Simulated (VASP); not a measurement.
# In5Sb2As3 (P2) in VASP: further runs, part 2 of 2

VASP 6.6.1. Earlier steps stand in the parts before.

### Step 3. Relaxation of cell and atoms, PBE

This run uses another cell than the first one, of 25.93 Å³/atom.

The input, INCAR:

```
PREC = Accurate
ENCUT = 600
EDIFF = 1E-6
ISMEAR = 0
SIGMA = 0.1
LREAL = F
LASPH = T
NELM = 60
ALGO = Normal
ISIF = 3
LWAVE = F
LCHARG = F
GGA = PE
IBRION = 2
NSW = 90
EDIFFG = -0.04
```

The input, KPOINTS:

```
regular mesh
0
Gamma
  2 6 2
```

The input, POSCAR:

```
In5Sb2As3
1.0
    8.1865702400      0.0000000000      0.0000000000
    0.0000000000      3.0979619000      0.0000000000
   -2.4395327000      0.0000000000     10.2256677800
In Sb As
5 2 3
Direct
    0.8000000000      0.0000000000      0.7000000000
    0.6000000000      0.0000000000      0.9000000000
    0.4000000000      0.0000000000      0.1000000000
    0.2000000000      0.0000000000      0.3000000000
    0.0000000000      0.0000000000      0.5000000000
    0.3000000000      0.2500000000      0.7000000000
    0.7000000000      0.2500000000      0.3000000000
    0.5000000000      0.2500000000      0.5000000000
    0.1000000000      0.2500000000      0.9000000000
    0.9000000000      0.2500000000      0.1000000000
```

Potentials or basis: VASP PAW PBE potentials, release 64 (In_d, Sb, As).

On the command line:

```console
$ cat potpaw_PBE.64/In_d/POTCAR potpaw_PBE.64/Sb/POTCAR potpaw_PBE.64/As/POTCAR > POTCAR
$ mpirun -np 1 vasp_std > vasp.out
```

OUTCAR:

```text
PREC = Accurate
   ENCUT = 600
   EDIFF = 1E-6
   ISMEAR = 0
   LREAL = F
   LASPH = T
   NELM = 60
   ISIF = 3
   GGA = PE
   IBRION = 2
   NSW = 90
   EDIFFG = -0.04

 ion  position               nearest neighbor table
   1  0.800  0.000  0.700-   8 2.94   9 2.94   2 2.95   5 2.95
   2  0.600  0.000  0.900-  10 2.94   6 2.94   1 2.95   3 2.95   6 3.67
   3  0.400  0.000  0.100-   9 2.94   7 2.94   4 2.95   2 2.95   7 3.67
   4  0.200  0.000  0.300-   8 2.94  10 2.94   3 2.95   5 2.95
   5  0.000  0.000  0.500-   6 2.94   7 2.94   1 2.95   4 2.95   6 3.67   7 3.67
   6  0.300  0.250  0.700-   5 2.94   2 2.94   9 2.95   8 2.95   2 3.67   5 3.67
   7  0.700  0.250  0.300-   5 2.94   3 2.94  10 2.95   8 2.95   3 3.67   5 3.67
   8  0.500  0.250  0.500-   1 2.94   4 2.94   6 2.95   7 2.95
   9  0.100  0.250  0.900-   3 2.94   1 2.94   6 2.95
  10  0.900  0.250  0.100-   2 2.94   4 2.94   7 2.95

  LATTYP: Found a simple monoclinic cell.
 ALAT       =     8.1865702400
 B/A-ratio  =     0.3784199988
 C/A-ratio  =     1.2841323981
 COS(beta)  =    -0.2320570934

  Lattice vectors:

 A1 = (   8.1865702400,   0.0000000000,   0.0000000000)
 A2 = (   0.0000000000,   3.0979619000,   0.0000000000)
 A3 = (  -2.4395327000,   0.0000000000,  10.2256677800)

Analysis of symmetry for initial positions (statically):
=====================================================================
 Subroutine PRICEL returns:
 Original cell was already a primitive cell.

 Routine SETGRP: Setting up the symmetry group for a
 simple monoclinic supercell.

 Subroutine GETGRP returns: Found  2 space group operations
 (whereof  2 operations were pure point group operations)
 out of a pool of  4 trial point group operations.

The static configuration has the point symmetry C_2 .

Analysis of symmetry for dynamics (positions and initial velocities):
=====================================================================
 Subroutine PRICEL returns:
 Original cell was already a primitive cell.

 Routine SETGRP: Setting up the symmetry group for a
 simple monoclinic supercell.

 Subroutine GETGRP returns: Found  2 space group operations
 (whereof  2 operations were pure point group operations)
 out of a pool of  4 trial point group operations.

The dynamic configuration has the point symmetry C_2 .

 Subroutine INISYM returns: Found  2 space group operations
 (whereof  2 operations are pure point group operations),
 and found     1 'primitive' translations

----------------------------------------------------------------------------------------

                                     Primitive cell

  volume of cell :     259.3401

  direct lattice vectors                    reciprocal lattice vectors
     8.186570240  0.000000000  0.000000000     0.122151276  0.000000000  0.029141572
     0.000000000  3.097961900  0.000000000     0.000000000  0.322792866  0.000000000
    -2.439532700  0.000000000 10.225667780     0.000000000  0.000000000  0.097793124

  length of vectors
     8.186570240  3.097961900 10.512640075     0.125579319  0.322792866  0.097793124

  position of ions in fractional coordinates (direct lattice)
     0.800000000  0.000000000  0.700000000
     0.600000000  0.000000000  0.900000000
     0.400000000  0.000000000  0.100000000
     0.200000000  0.000000000  0.300000000
[... 50 lines left out ...]
  0.000000  0.166667  0.000000      2.000000
  0.500000  0.166667  0.000000      2.000000
  0.000000  0.333333  0.000000      2.000000
  0.500000  0.333333  0.000000      2.000000
[... 8 lines left out ...]
  0.000000  0.500000  0.500000      1.000000
  0.500000  0.500000  0.500000      1.000000
   k-points           NKPTS =     16   k-points in BZ     NKDIM =     16   number of bands    NBANDS=     54
   number of dos      NEDOS =    301   number of ions     NIONS =     10
   total plane-waves  NPLWV = 164640
   dimension x,y,z NGX =    70 NGY =   28 NGZ =   84
   dimension x,y,z NGXF=   140 NGYF=   56 NGZF=  168
   ions per type =               5   2   3
   NGX,Y,Z   is equivalent  to a cutoff of  14.22, 15.03, 13.28 a.u.
   NGXF,Y,Z  is equivalent  to a cutoff of  28.43, 30.05, 26.57 a.u.
 SYSTEM =  unknown system
   PREC   = accura    normal or accurate (medium, high low for compatibility)
   ISTART =      0    job   : 0-new  1-cont  2-samecut
   ICHARG =      2    charge: 1-file 2-atom 10-const
   ISPIN  =      1    spin polarized calculation?
   LNONCOLLINEAR =      F non collinear calculations
   LSORBIT =      F    spin-orbit coupling
   LASPH  =      T    aspherical Exc in radial PAW
   ENCUT  =  600.0 eV  44.10 Ry    6.64 a.u.  16.35  6.19 21.00*2*pi/ulx,y,z
   NELM   =     60;   NELMIN=  2; NELMDL= -5     # of ELM steps
   EDIFF  = 0.1E-05   stopping-criterion for ELM
   LREAL  =      F    real-space projection
   EDIFFG = -.4E-01   stopping-criterion for IOM
   NSW    =     90    number of steps for IOM
   IBRION =      2    ionic relax: 0-MD 1-quasi-New 2-CG
   NFREE  =      1    steps in history (QN), initial steepest desc. (CG)
   ISIF   =      3    stress and relaxation
   ISYM   =      2    0-nonsym 1-usesym 2-fastsym
   POTIM  = 0.5000    time-step for ionic-motion
   TEBEG  =    0.0;   TEEND  =   0.0 temperature during run
   PSTRESS=    0.0 pullay stress
   NELECT =      90.0000    total number of electrons
   NUPDOWN=      -1.0000    fix difference up-down
   EMIN   =  10.00;   EMAX   =-10.00  energy-range for DOS
   EFERMI =   0.00;   METHOD = LEGACY
   ISMEAR =     0;   SIGMA  =   0.10  broadening in eV -4-tet -1-fermi 0-gaus
   EFERMI_NEDOS =   21; number of points for ismear=-14 and -15
   IALGO  =     38    algorithm
   IMIX   =      4    mixing-type and parameters
     AMIX     =   0.40;   BMIX     =  1.00
     AMIX_MAG =   1.60;   BMIX_MAG =  1.00
  volume/ion in A,a.u.               =      25.93       175.01
  Fermi-wavevector in a.u.,A,eV,Ry     =   1.150445  2.174025 18.007624  1.323523
  Thomas-Fermi vector in A             =   2.287109
   LORBIT       =      0    0 simple, 1 ext, 2 COOP (PROOUT), +10 PAW based schemes
   GGA     = PE    functional components
   LHFCALC =     F    Hartree Fock is set to
   AEXX    =    0.0000 exact exchange contribution
   IVDW    =     0    specifies the selected vdW correction
   LEPSILON=     F    determine dielectric tensor
   LRPA    =     F    only Hartree local field effects (RPA)
 conjugate gradient relaxation of ions
 non-spin polarized calculation
 Gauss-broadening in eV      SIGMA  =   0.10
  energy-cutoff  :      600.00
  volume of cell :      259.34
 maximum number of plane-waves:      8700
 NGX is ok and might be reduce to    70
   NGX = 33   NGY = 13   NGZ = 41

--------------------------------------- Ionic step        1  -------------------------------------------

 number of electron      90.0000002 magnetization

 Free energy of the ion-electron system (eV)
  ---------------------------------------------------
  ext. energy  EPLUGINS =         0.00000000
  ---------------------------------------------------
  free energy    TOTEN  =       -33.39733581 eV

  energy without entropy =      -33.35135330  energy(sigma->0) =      -33.37434456

------------------------ aborting loop because EDIFF is reached ----------------------------------------

  FORCE on cell =-STRESS in cart. coord.  units (eV):
  Direction    XX          YY          ZZ          XY          YZ          ZX
  --------------------------------------------------------------------------------------
  -------------------------------------------------------------------------------------
  Total        3.5467627     -2.5788854      4.8929644      0.0000000      0.0000000      3.6118540
  in kB       21.9115437    -15.9320945     30.2282420      0.0000000      0.0000000     22.3136708
  external PRESSURE =      12.0692304 kB  Pullay stress =       0.0000000 kB
[... 113 lines left out ...]
  FREE ENERGIE OF THE ION-ELECTRON SYSTEM (eV)
  ---------------------------------------------------
  free  energy   TOTEN  =       -33.7515624250 eV

  energy  without entropy=      -33.7219477896  energy(sigma->0) =      -33.73675511

[... ionic steps 4 to 40 ...]

--------------------------------------- Ionic step       41  -------------------------------------------

 number of electron      90.0000008 magnetization

------------------------ aborting loop because EDIFF is reached ----------------------------------------
[... 83 lines left out ...]
--------------------------------------- Ionic step       43  -------------------------------------------

 number of electron      90.0000009 magnetization

 Free energy of the ion-electron system (eV)
  ---------------------------------------------------
  ext. energy  EPLUGINS =         0.00000000
  ---------------------------------------------------
  free energy    TOTEN  =       -34.27725216 eV

  energy without entropy =      -34.25648817  energy(sigma->0) =      -34.26687016

 E-fermi :   5.9341     XC(G=0):  -9.7236

 val. band max:        5.9208114405   @ k =   0.0000   0.3333   0.0000
 cond. band min:       5.9486686616   @ k =   0.5000   0.3333   0.0000
 fundamental gap:      0.0278572211
 Fermi energy:         5.9340520809

 k-point     1 :       0.0000    0.0000    0.0000
  band No.  band energies     occupation
      1      -9.0526      2.00000
      2      -9.0018      2.00000
      3      -8.9798      2.00000
      4      -8.9284      2.00000
      5      -8.9246      2.00000
      6      -8.7360      2.00000
[... 938 lines left out ...]
  FREE ENERGIE OF THE ION-ELECTRON SYSTEM (eV)
  ---------------------------------------------------
  free  energy   TOTEN  =       -34.2772521615 eV

  energy  without entropy=      -34.2564881651  energy(sigma->0) =      -34.26687016

 reached required accuracy - stopping structural energy minimisation
```

Run time: 84 min. Hardware: 1 thread of Intel Xeon 6975P-C (Granite Rapids), shared host; peak memory 0.63 GiB.

What came out:

```yaml
Free_energy: -34.2773 eV
Relaxed_volume: 27.09 Å³/atom
Relaxed_cell: a = 8.901 Å, b = 2.926 Å, c = 10.653 Å, α = 90.00°, β = 102.44°, γ = 90.00°
Space_group_after_relaxing_to_0.1_Å: P2 (No. 3)
Energy_gained_by_relaxing: 88.0 meV/atom
Ionic_steps: 43
Pressure_after_relaxing: 0.0 GPa
Largest_force_after_relaxing: 0.034 eV/Å
Band_gap_on_the_k_mesh: zero (bands 45 and 46 overlap by 2.66 eV)
```

Forces in eV/Å, atoms in the order of the input:
```
In   0.024  0.011 -0.021
In  -0.013  0.008  0.017
In   0.013  0.008 -0.017
In  -0.024  0.011  0.021
In   0.000  0.012  0.000
Sb   0.017 -0.021 -0.007
Sb  -0.017 -0.021  0.007
As   0.000 -0.002  0.000
As  -0.004 -0.004  0.004
As   0.004 -0.004 -0.004
```

Stress tensor (GPa, compression positive):
```
 0.01  0.00 -0.06
 0.00  0.02  0.00
-0.06  0.00  0.04
```

Step by step:
| step | energy change (eV) | largest force (eV/Å) | pressure (GPa) | volume (Å³) |
| --- | --- | --- | --- | --- |
| 1 | 0.0000 | 0.6559 | 1.21 | 259.34 |
| 3 | -0.3542 | 0.2953 | -1.09 | 270.81 |
| 5 | -0.4336 | 0.2697 | 0.04 | 265.37 |
| 7 | -0.4702 | 0.3228 | 0.13 | 264.58 |
| 9 | -0.5261 | 0.3220 | 0.30 | 263.62 |
| 11 | -0.5758 | 0.4082 | -1.11 | 275.41 |
| 13 | -0.6353 | 0.3034 | -0.50 | 270.21 |
| 15 | -0.6536 | 0.3519 | -0.12 | 269.55 |
| 17 | -0.6911 | 0.2439 | 0.25 | 267.96 |
| 19 | -0.7050 | 0.2105 | 0.25 | 268.01 |
| 21 | -0.7123 | 0.3197 | -0.59 | 272.31 |
| 23 | -0.7388 | 0.1643 | -0.08 | 269.53 |
| 25 | -0.7564 | 0.1484 | 0.32 | 268.19 |
| 27 | -0.7873 | 0.1839 | -0.12 | 274.09 |
| 29 | -0.7995 | 0.2501 | -0.20 | 275.59 |
| 31 | -0.8295 | 0.1730 | 0.25 | 272.35 |
| 33 | -0.8397 | 0.1751 | -0.11 | 273.76 |
| 35 | -0.8517 | 0.1201 | -0.12 | 273.97 |
| 37 | -0.8661 | 0.0969 | -0.04 | 273.00 |
| 39 | -0.8747 | 0.0850 | 0.05 | 271.77 |
| 41 | -0.8789 | 0.0489 | -0.06 | 271.57 |
| 43 | -0.8799 | 0.0340 | 0.02 | 270.95 |

Final structure:
```xyz
10
Lattice="8.9002 0.0000 0.1470 0.0000 2.9260 0.0000 -2.4671 0.0000 10.3634" Properties=species:S:1:pos:R:3 pbc="T T T"
In    5.2996    0.3932    7.3132
In    3.3173    0.3277    9.6912
In    3.1158    0.3277    0.8192
In    1.1335    0.3932    3.1972
In   -1.2336    0.2246    5.1817
Sb    1.1652    0.3989    7.3318
Sb    5.2679    0.3989    3.1786
As    3.2166    0.4112    5.2552
As   -1.6392    0.3911    9.3925
As    8.0723    0.3911    1.1178
```

Levels at points of the mesh, in eV from the Fermi level:
```tsv
k point	band 41	band 42	band 43	band 44	band 45	band 46	band 47	band 48	band 49	band 50
(0.00, 0.00, 0.00)	-1.16	-0.92	-0.84	-0.71	-0.33	0.65	1.50	1.67	3.44	3.70
(0.50, 0.00, 0.00)	-2.39	-2.07	-1.69	1.29	1.72	1.83	2.33	2.36	2.56	2.77
(0.00, 0.50, 0.00)	-1.67	-1.65	-1.61	-1.57	-1.17	-0.83	0.28	0.31	0.71	0.91
(0.50, 0.50, 0.00)	-1.92	-1.89	-1.14	-0.91	-0.46	-0.44	-0.31	-0.22	0.25	0.39
(0.00, 0.00, 0.50)	-1.63	-1.40	-0.84	-0.83	0.84	1.23	2.15	2.29	2.64	2.83
(0.50, 0.00, 0.50)	-1.07	-1.02	-0.61	-0.23	-0.07	0.55	0.63	3.32	3.59	3.71
(0.00, 0.50, 0.50)	-1.73	-1.69	-0.88	-0.86	-0.85	-0.53	-0.50	0.29	0.89	0.99
(0.50, 0.50, 0.50)	-1.76	-1.72	-1.56	-1.27	-1.02	-0.94	-0.66	0.03	0.03	1.56
```

Caveat: the k points lie up to 0.36 Å⁻¹ apart in the final cell, too coarse for converged energies and pressures of a metal; spin-orbit coupling is left out, which moves the levels of the heavy elements.

The gap in the log of VASP goes by the Fermi energy; the results here count the filled bands.